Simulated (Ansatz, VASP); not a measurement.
## One calculation of CdS, two programs

File INCAR:

```
SYSTEM = CdS
PREC = Accurate
ENCUT = 630
EDIFF = 1E-6
ISMEAR = -1
SIGMA = 0.05
LREAL = .FALSE.
LASPH = .TRUE.
NELM = 120
ALGO = Normal
ISIF = 2
LWAVE = .FALSE.
LCHARG = .FALSE.
GGA = RE
IVDW = 12
NBANDS = 20
GGA_COMPAT = .FALSE.
```

Contents of KPOINTS:

```
regular mesh
0
G
  8 8 8
  0 0 0
```

Contents of POSCAR:

```
CdS
1.0
    0.0000000000      2.9548794012      2.9548794012
    2.9548794012      0.0000000000      2.9548794012
    2.9548794012      2.9548794012      0.0000000000
Cd S
1 1
Direct
    0.0000000000      0.0000000000      0.0000000000
    0.7500000000      0.7500000000      0.7500000000
```

The input input.yaml:

```yaml
crystal:
  lattice:
    - [0.0, 2.9548794012, 2.9548794012]
    - [2.9548794012, 0.0, 2.9548794012]
    - [2.9548794012, 2.9548794012, 0.0]
  atoms:
    - { symbol: Cd, position: [0.0, 0.0, 0.0] }
    - { symbol: S, position: [0.75, 0.75, 0.75] }
hamiltonian:
  xc: revpbe
  pseudopotentials: { kind: paw }
  dispersion: d3bj
kpoints:
  mp_grid: { grid: [8, 8, 8] }
scf:
  occupations: { method: fermi_dirac, width: 0.05 }
output:
  forces: true
  stress: true
  eigenvalues: true
```

Alike in both runs: task single point; functional revPBE; dispersion D3(BJ); k mesh 8 × 8 × 8; occupations fermi-dirac, width 0.05 eV; no spin polarisation.

|  | VASP | Ansatz |
| --- | --- | --- |
| version | VASP 6.6.1 | Ansatz 0.2.0 |
| potentials or method | VASP PAW PBE potentials, release 64 (Cd_sv_GW, S) | Ansatz PAW |
| plane-wave cutoff (eV) | 630 | 420 |
| valence electrons in the cell | 26 | 26 |

Ansatz gave:

```
gap on the k mesh at the Fermi level (eV) : 1.20
least direct gap on the mesh (eV)         : 1.20
pressure (GPa)                            : -2.1
```

Which values does VASP return?

gap on the k mesh at the Fermi level (eV): 1.20; least direct gap on the mesh (eV): 1.20; pressure (GPa): -2.2.

VASP's potentials were made for PBE, not for revPBE.
